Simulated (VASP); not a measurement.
# HgTe (F-43m) in VASP: further runs, part 2 of 2

VASP 6.6.1. Earlier steps stand in the parts before.

## 5. Single point, r2SCAN

This run uses another cell than the first one, of 37.62 Å³/atom, 1.168 times its volume.

POSCAR reads:

```
HgTe
1.0
    0.0000000000      3.3507639191      3.3507639191
    3.3507639191      0.0000000000      3.3507639191
    3.3507639191      3.3507639191      0.0000000000
Hg Te
1 1
Direct
    0.0000000000      0.0000000000      0.0000000000
    0.2500000000      0.2500000000      0.2500000000
```

INCAR.step1 reads:

```
SYSTEM = HgTe
PREC     = Accurate       ! precision mode
ENCUT    = 520            ! plane-wave cutoff, eV
ISMEAR   = 0              ! smearing method
SIGMA    = 0.1            ! smearing width, eV
LREAL    = .FALSE.        ! projectors in reciprocal space
LASPH    = .TRUE.         ! aspherical terms in the spheres
NELM     = 80             ! most SCF steps
NBANDS   = 16             ! bands
GGA      = PE             ! functional
ALGO     = Normal         ! electronic algorithm
EDIFF    = 1E-4           ! SCF threshold, eV
LWAVE    = .TRUE.         ! write WAVECAR
LCHARG   = .FALSE.        ! write CHGCAR
```

INCAR.step2 reads:

```
SYSTEM = HgTe
PREC     = Accurate       ! precision mode
ENCUT    = 520            ! plane-wave cutoff, eV
EDIFF    = 1E-6           ! SCF threshold, eV
ISMEAR   = 0              ! smearing method
SIGMA    = 0.1            ! smearing width, eV
LREAL    = .FALSE.        ! projectors in reciprocal space
LASPH    = .TRUE.         ! aspherical terms in the spheres
NELM     = 80             ! most SCF steps
ALGO     = Normal         ! electronic algorithm
ISIF     = 2              ! what is computed and relaxed
LWAVE    = .FALSE.        ! write WAVECAR
LCHARG   = .FALSE.        ! write CHGCAR
METAGGA  = R2SCAN         ! meta-GGA
LMIXTAU  = .TRUE.       
NBANDS   = 16             ! bands
ISTART   = 1
```

KPOINTS reads:

```
regular mesh
0
G
  12 12 12
  0 0 0
```

Potentials or basis: VASP PAW PBE potentials, release 64 (Hg, Te).

Launch:

```sh
cat potpaw_PBE.64/Hg/POTCAR potpaw_PBE.64/Te/POTCAR > POTCAR
cp INCAR.step1 INCAR
mpirun -np 1 vasp_std > vasp.out
cp INCAR.step2 INCAR
mpirun -np 1 vasp_std > vasp.out
```

OUTCAR:

```text
SYSTEM = HgTe
   PREC = Accurate
   ENCUT = 520
   EDIFF = 1E-6
   ISMEAR = 0
   LREAL = .FALSE.
   LASPH = .TRUE.
   NELM = 80
   ISIF = 2
   METAGGA = R2SCAN
   ISTART = 1

 ion  position               nearest neighbor table
   1  0.000  0.000  0.000-   2 2.90   2 2.90   2 2.90   2 2.90
   2  0.250  0.250  0.250-   1 2.90   1 2.90   1 2.90   1 2.90

  LATTYP: Found a face centered cubic cell.
 ALAT       =     6.7015278382

  Lattice vectors:

 A1 = (   0.0000000000,   3.3507639191,   3.3507639191)
 A2 = (   3.3507639191,   0.0000000000,   3.3507639191)
 A3 = (   3.3507639191,   3.3507639191,   0.0000000000)
[... 625 lines left out ...]
      5      -4.8248      2.00000
      6      -4.5549      2.00000
[... 8 lines left out ...]
     15      11.4966      0.00000
     16      11.6977      0.00000

 [... further k-points ...]
[... 5 lines left out ...]
  --------------------------------------------------------------------------------------
  -------------------------------------------------------------------------------------
  Total       -0.9245668     -0.9245668     -0.9245668      0.0000000      0.0000000      0.0000000
  in kB      -19.6873562    -19.6873562    -19.6873562      0.0000000      0.0000000      0.0000000
  external PRESSURE =     -19.6873562 kB  Pullay stress =       0.0000000 kB

 VOLUME and BASIS-vectors are now :
 -----------------------------------------------------------------------------
  energy-cutoff  :      520.00
  volume of cell :       75.24
      direct lattice vectors                 reciprocal lattice vectors
     0.000000000  3.350763919  3.350763919    -0.149219704  0.149219704  0.149219704
     3.350763919  0.000000000  3.350763919     0.149219704 -0.149219704  0.149219704
     3.350763919  3.350763919  0.000000000     0.149219704  0.149219704 -0.149219704

 POSITION                                       TOTAL-FORCE (eV/Angst)
 -----------------------------------------------------------------------------------
      0.00000      0.00000      0.00000         0.000000      0.000000      0.000000
      1.67538      1.67538      1.67538        -0.000000     -0.000000     -0.000000
 -----------------------------------------------------------------------------------
    total drift:                               -0.000000     -0.000000     -0.000000

  FREE ENERGIE OF THE ION-ELECTRON SYSTEM (eV)
  ---------------------------------------------------
  free  energy   TOTEN  =       -75.1384871350 eV

  energy  without entropy=      -75.1383218654  energy(sigma->0) =      -75.13840450
```

Wall time 2.4 min (1 thread of Intel Xeon 6975P-C (Granite Rapids), shared host); peak memory 0.28 GiB.

Results:

| Quantity | Value |
| --- | --- |
| Free energy | -75.1385 eV |
| Pressure | -2.0 GPa |
| Band gap on the k mesh | zero (filled and empty bands touch) |

Caveat: the PAW data sets were made with another functional, which shifts forces and pressure a little; spin-orbit coupling is left out, which moves the levels of the heavy elements.

## 6. Relaxation of cell and atoms, r2SCAN, target pressure 40 GPa, at which the enthalpy is minimised

This run uses another cell than the first one, of 25.29 Å³/atom, 0.785 times its volume.

POSCAR reads:

```
HgTe
1.0
    0.0000000000      2.9353817548      2.9353817548
    2.9353817548      0.0000000000      2.9353817548
    2.9353817548      2.9353817548      0.0000000000
Hg Te
1 1
Direct
    0.0000000000      0.0000000000      0.0000000000
    0.2500000000      0.2500000000      0.2500000000
```

INCAR.step1 reads:

```
SYSTEM = HgTe
PREC = Accurate
ENCUT = 600
ISMEAR = 0
SIGMA = 0.1
LREAL = .False.
LASPH = .True.
NELM = 60
GGA = PE
ALGO = Normal
EDIFF = 1E-4
LWAVE = .True.
LCHARG = .False.
```

INCAR.step2 reads:

```
SYSTEM = HgTe
PREC = Accurate
ENCUT = 600
EDIFF = 1E-7
ISMEAR = 0
SIGMA = 0.1
LREAL = .False.
LASPH = .True.
NELM = 60
ALGO = Normal
ISIF = 3
LWAVE = .False.
LCHARG = .False.
METAGGA = R2SCAN
LMIXTAU = .True.
IBRION = 2
NSW = 70
EDIFFG = -0.008
PSTRESS = 400.0
ISTART = 1
```

KPOINTS reads:

```
regular mesh
0
Gamma
  12 12 12
  0 0 0
```

Potentials or basis: VASP PAW PBE potentials, release 64 (Hg, Te).

Launch:

```sh
cat potpaw_PBE.64/Hg/POTCAR potpaw_PBE.64/Te/POTCAR > POTCAR
cp INCAR.step1 INCAR
mpirun -np 1 vasp_std > vasp.out
cp INCAR.step2 INCAR
mpirun -np 1 vasp_std > vasp.out
```

OUTCAR:

```text
SYSTEM = HgTe
   PREC = Accurate
   ENCUT = 600
   EDIFF = 1E-7
   ISMEAR = 0
   LREAL = .False.
   LASPH = .True.
   NELM = 60
   ISIF = 3
   METAGGA = R2SCAN
   IBRION = 2
   NSW = 70
   EDIFFG = -0.008
   PSTRESS = 400.0
   ISTART = 1

 ion  position               nearest neighbor table
   1  0.000  0.000  0.000-   2 2.54   2 2.54   2 2.54   2 2.54
   2  0.250  0.250  0.250-   1 2.54   1 2.54   1 2.54   1 2.54

  LATTYP: Found a face centered cubic cell.
 ALAT       =     5.8707635096

  Lattice vectors:

 A1 = (   0.0000000000,   2.9353817548,   2.9353817548)
 A2 = (   2.9353817548,   0.0000000000,   2.9353817548)
 A3 = (   2.9353817548,   2.9353817548,   0.0000000000)

Analysis of symmetry for initial positions (statically):
=====================================================================
 Subroutine PRICEL returns:
 Original cell was already a primitive cell.

 Routine SETGRP: Setting up the symmetry group for a
 face centered cubic supercell.

 Subroutine GETGRP returns: Found 24 space group operations
 (whereof 24 operations were pure point group operations)
 out of a pool of 48 trial point group operations.

The static configuration has the point symmetry T_d .

Analysis of symmetry for dynamics (positions and initial velocities):
=====================================================================
 Subroutine PRICEL returns:
 Original cell was already a primitive cell.

 Routine SETGRP: Setting up the symmetry group for a
 face centered cubic supercell.

 Subroutine GETGRP returns: Found 24 space group operations
 (whereof 24 operations were pure point group operations)
 out of a pool of 48 trial point group operations.

The dynamic configuration has the point symmetry T_d .

 Subroutine INISYM returns: Found 24 space group operations
 (whereof 24 operations are pure point group operations),
 and found     1 'primitive' translations

----------------------------------------------------------------------------------------

                                     Primitive cell
[... 123 lines left out ...]
 non-spin polarized calculation
 Gauss-broadening in eV      SIGMA  =   0.10
  energy-cutoff  :      600.00
  volume of cell :       50.59
 maximum number of plane-waves:      1713
 NGX is ok and might be reduce to    36
   NGX = 17   NGY = 17   NGZ = 17

--------------------------------------- Ionic step        1  -------------------------------------------

 number of electron      17.9999998 magnetization

 Free energy of the ion-electron system (eV)
  ---------------------------------------------------
  ext. energy  EPLUGINS =         0.00000000
  ---------------------------------------------------
  free energy    TOTEN  =       -73.68890122 eV

  energy without entropy =      -73.68890020  energy(sigma->0) =      -73.68890071

------------------------ aborting loop because EDIFF is reached ----------------------------------------

  FORCE on cell =-STRESS in cart. coord.  units (eV):
  Direction    XX          YY          ZZ          XY          YZ          ZX
  --------------------------------------------------------------------------------------
  -------------------------------------------------------------------------------------
  Total       10.2222760     10.2222760     10.2222760      0.0000000      0.0000000      0.0000000
  in kB      323.7683693    323.7683693    323.7683693      0.0000000      0.0000000      0.0000000
  external PRESSURE =     -76.2316307 kB  Pullay stress =     400.0000000 kB
[... 25 lines left out ...]
--------------------------------------- Ionic step        2  -------------------------------------------

 number of electron      18.0000000 magnetization

 E-fermi :  10.1425     XC(G=0): -11.7844

 val. band max:        9.7484649385   @ k =   0.0000   0.0000   0.0000
 cond. band min:      10.5414407634   @ k =   0.3333   0.3333   0.0000
 fundamental gap:      0.7929758249
 Fermi energy:        10.1424894478

 k-point     1 :       0.0000    0.0000    0.0000
  band No.  band energies     occupation
      1      -7.8533      2.00000
      2      -2.3066      2.00000
      3      -2.3066      2.00000
      4      -2.3066      2.00000
      5      -0.9640      2.00000
      6      -0.9640      2.00000
      7       9.7485      2.00000
      8       9.7485      2.00000
      9       9.7485      2.00000
     10      10.6474      0.00000
     11      12.7588      0.00000
     12      12.7588      0.00000
     13      12.7588      0.00000
[... 557 lines left out ...]
--------------------------------------- Ionic step        7  -------------------------------------------

 number of electron      18.0000002 magnetization

 Free energy of the ion-electron system (eV)
  ---------------------------------------------------
  ext. energy  EPLUGINS =         0.00000000
  ---------------------------------------------------
  free energy    TOTEN  =       -73.24395975 eV

  energy without entropy =      -73.24395969  energy(sigma->0) =      -73.24395972

 E-fermi :   7.5596     XC(G=0): -11.0074

 val. band max:        7.2755040893   @ k =   0.0000   0.0000   0.0000
 cond. band min:       7.8248480970   @ k =   0.0000   0.0000   0.0000
 fundamental gap:      0.5493440077
 Fermi energy:         7.5596191947

 k-point     1 :       0.0000    0.0000    0.0000
  band No.  band energies     occupation
      1      -8.4140      2.00000
      2      -3.1114      2.00000
      3      -3.1114      2.00000
      4      -3.1114      2.00000
      5      -2.0262      2.00000
      6      -2.0262      2.00000
      7       7.2755      1.99994
      8       7.2755      1.99994
      9       7.2755      1.99994
     10       7.8248      0.00018
     11      10.8774      0.00000
     12      10.8774      0.00000
     13      10.8774      0.00000
[... 401 lines left out ...]
  energy  without entropy=      -73.2439596916  energy(sigma->0) =      -73.24395972

  enthalpy is  TOTEN    =       -61.1084147300 eV   P V=       12.1355450210

 reached required accuracy - stopping structural energy minimisation
```

OUTCAR.step1:

```text
SYSTEM = HgTe
   PREC = Accurate
   ENCUT = 600
   ISMEAR = 0
   LREAL = .False.
   LASPH = .True.
[... 606 lines left out ...]
      0.00000      0.00000      0.00000        -0.000000     -0.000000     -0.000000
      1.46769      1.46769      1.46769         0.000000      0.000000      0.000000
 -----------------------------------------------------------------------------------
    total drift:                               -0.000000     -0.000000     -0.000000

  FREE ENERGIE OF THE ION-ELECTRON SYSTEM (eV)
  ---------------------------------------------------
  free  energy   TOTEN  =        -1.9805917650 eV

  energy  without entropy=       -1.9804899479  energy(sigma->0) =       -1.98054086
```

OSZICAR.step1:

```text
N       E                     dE             d eps       ncg     rms          rms(c)
DAV:   1     0.125525379253E+03    0.12553E+03   -0.94466E+03  1872   0.141E+03
DAV:   2     0.213083372664E+01   -0.12339E+03   -0.11726E+03  1987   0.301E+02
DAV:   3    -0.223951320990E+01   -0.43703E+01   -0.43444E+01  2385   0.585E+01
DAV:   4    -0.227772834998E+01   -0.38215E-01   -0.38204E-01  2364   0.515E+00
DAV:   5    -0.227810515758E+01   -0.37681E-03   -0.37680E-03  2292   0.409E-01    0.146E+01
DAV:   6    -0.200653663412E+01    0.27157E+00   -0.60070E-01  2192   0.129E+01    0.104E+01
DAV:   7    -0.198386616189E+01    0.22670E-01   -0.19998E-01  2122   0.405E+00    0.249E+00
DAV:   8    -0.198064995700E+01    0.32162E-02   -0.27095E-02  1997   0.245E+00    0.100E+00
DAV:   9    -0.198057168466E+01    0.78272E-04   -0.16981E-03  2107   0.412E-01    0.289E-01
DAV:  10    -0.198059176498E+01   -0.20080E-04   -0.12664E-04  1431   0.113E-01
   1 F= -.19805918E+01 E0= -.19805409E+01  d E =-.101817E-03
```

Wall time 11 min (1 thread of Intel Xeon 6975P-C (Granite Rapids), shared host); peak memory 0.27 GiB.

Results:

```yaml
Free_energy: -73.2440 eV
Relaxed_volume: 24.30 Å³/atom
Relaxed_cell: a = 4.096 Å, b = 4.096 Å, c = 4.096 Å, α = 60.00°, β = 60.00°, γ = 60.00°
Space_group_after_relaxing_to_0.05_Å: F-43m (No. 216)
Energy_change_on_relaxing_the_enthalpy_is_what_falls: +222.5 meV/atom
Ionic_steps: 7
Pressure_after_relaxing: 40.0 GPa
Band_gap_on_the_k_mesh: 0.55 eV, direct
```

Step by step:
```csv
step,energy change (eV),largest force (eV/Å),pressure (GPa),volume (Å³)
1,0.0000,0.0000,32.38,50.59
2,2.6908,0.0000,77.77,42.28
3,0.4168,0.0000,39.52,48.72
4,0.4407,0.0000,39.94,48.63
5,0.4503,0.0000,40.11,48.59
6,0.4255,0.0000,39.68,48.69
7,0.4449,0.0000,40.01,48.61
```

Final structure:
```
Hg Te
1.0
     0.00000    2.89663    2.89663
     2.89663    0.00000    2.89663
     2.89663    2.89663    0.00000
Hg Te
1 1
Direct
  0.00000 0.00000 0.00000
  0.25000 0.25000 0.25000
```

Caveat: the cell is relaxed towards a set pressure, so the enthalpy falls and the energy may rise; the PAW data sets were made with another functional, which shifts forces and pressure a little; spin-orbit coupling is left out, which moves the levels of the heavy elements. r2SCAN opens gaps a little over a GGA but as a rule still falls short of measured ones.

## 7. Overview

```tsv
task	cell	cutoff (eV)	gap on the mesh (eV)	pressure (GPa)
single point	a = 4.499 Å, angles 60.0°, 2 atoms	520	none	5.1
single point	a = 4.581 Å, angles 60.0°, 2 atoms	520	none	2.0
single point	a = 4.648 Å, angles 60.0°, 2 atoms	520	none	0.1
single point	a = 4.739 Å, angles 60.0°, 2 atoms	520	none	-2.0
relaxation of cell and atoms	relaxed to 40 GPa from a = 4.151 Å, angles 60.0°, 2 atoms	600	0.55	40.0
```

Alike in all rows: level r2SCAN; potentials or basis VASP PAW PBE potentials, release 64 (Hg, Te); no spin polarisation; k mesh 12 × 12 × 12; smearing gaussian 0.1 eV.

Caveats: the PAW data sets were made with another functional, which shifts forces and pressure a little; spin-orbit coupling is left out, which moves the levels of the heavy elements; the cell is relaxed towards a set pressure, so the enthalpy falls and the energy may rise (some runs).

Total energies depend on the potentials used, so only differences within one code and one set of settings carry meaning.
